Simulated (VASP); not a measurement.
Ti: relaxation of cell and atoms with LDA

Crystal: Ti.

```
CELL_PARAMETERS angstrom
2.41744 0.00000 0.00000
-1.20872 2.09356 0.00000
0.00000 0.00000 2.27239
ATOMIC_POSITIONS crystal
Ti 0.00000 0.00000 0.00000
```

```yaml
Program: VASP 6.6.1
Task: relaxation of cell and atoms
Functional: LDA
Potentials_or_basis: VASP PAW LDA potentials, release 64 (Ti_sv)
Cutoff: 600 eV
k_mesh: 18 × 18 × 17
Occupations: fermi-dirac, width 0.05 eV
Spin: no spin polarisation
Target_pressure: 75 GPa
Dipole_correction: no
Further_INCAR_settings: ALGO = Normal; EDIFF = 1e-06; IBRION = 2; EDIFFG = -0.005; NSW = 60; ISIF = 3
```

```json
{
  "Relaxed volume": "11.21 Å³/atom",
  "Relaxed cell": "a = 2.361 Å, b = 2.361 Å, c = 2.322 Å, α = 90.00°, β = 90.00°, γ = 120.00°",
  "Space group after relaxing (to 0.05 Å)": "P6/mmm (No. 191)",
  "Energy change on relaxing (the enthalpy is what falls)": "+113.6 meV/atom",
  "Ionic steps": "19",
  "Pressure after relaxing": "75.0 GPa",
  "Band gap on the k mesh": "zero (band 6 reaches 14.06 eV, above the bottom of band 7 at 12.42 eV)"
}
```

Step by step:
| step | energy change (eV) | largest force (eV/Å) | pressure (GPa) | volume (Å³) |
| --- | --- | --- | --- | --- |
| 1 | 0.0000 | 0.0000 | 66.78 | 11.50 |
| 2 | 0.4741 | 0.0000 | 97.51 | 10.54 |
| 3 | 0.1609 | 0.0000 | 77.46 | 11.12 |
| 4 | 0.1061 | 0.0000 | 74.57 | 11.23 |
| 5 | 0.1091 | 0.0000 | 74.42 | 11.22 |
| 6 | 0.1103 | 0.0000 | 74.63 | 11.22 |
| 7 | 0.1261 | 0.0000 | 75.70 | 11.19 |
| 8 | 0.1150 | 0.0000 | 75.13 | 11.21 |
| 9 | 0.1147 | 0.0000 | 75.09 | 11.21 |
| 10 | 0.1144 | 0.0000 | 75.09 | 11.21 |
| 11 | 0.1124 | 0.0000 | 75.09 | 11.21 |
| 12 | 0.1118 | 0.0000 | 74.94 | 11.22 |
| 13 | 0.1116 | 0.0000 | 74.88 | 11.22 |
| 14 | 0.1117 | 0.0000 | 74.87 | 11.22 |
| 15 | 0.1117 | 0.0000 | 74.86 | 11.22 |
| 16 | 0.1118 | 0.0000 | 74.86 | 11.22 |
| 17 | 0.1170 | 0.0000 | 75.16 | 11.20 |
| 18 | 0.1142 | 0.0000 | 75.04 | 11.21 |
| 19 | 0.1136 | 0.0000 | 75.02 | 11.21 |

Final structure:
```
Ti
1.0
     2.36128    0.00000    0.00000
    -1.18064    2.04493    0.00000
     0.00000    0.00000    2.32191
Ti
1
Cartesian
  0.0000 0.0000 0.0000
```

Levels at points of the mesh, in eV from the Fermi level:
| k point | band 2 | band 3 | band 4 | band 5 | band 6 | band 7 | band 8 | band 9 | band 10 |
| --- | --- | --- | --- | --- | --- | --- | --- | --- | --- |
| (0.00, 0.00, 0.00) | -30.93 | -30.53 | -30.53 | -6.10 | -2.59 | 1.26 | 1.26 | 6.33 | 6.33 |
| (0.50, 0.00, 0.00) | -33.67 | -31.21 | -30.52 | -3.89 | -0.70 | 2.47 | 3.15 | 5.57 | 7.06 |

Run time: 4 min on 1 thread of Intel(R) Xeon(R) Platinum 8259CL CPU @ 2.50GHz (Skylake/Cascade Lake), with other jobs on the host, peak memory 0.17 GiB.

Caveat: the cell is relaxed towards a set pressure, so the enthalpy falls and the energy may rise.
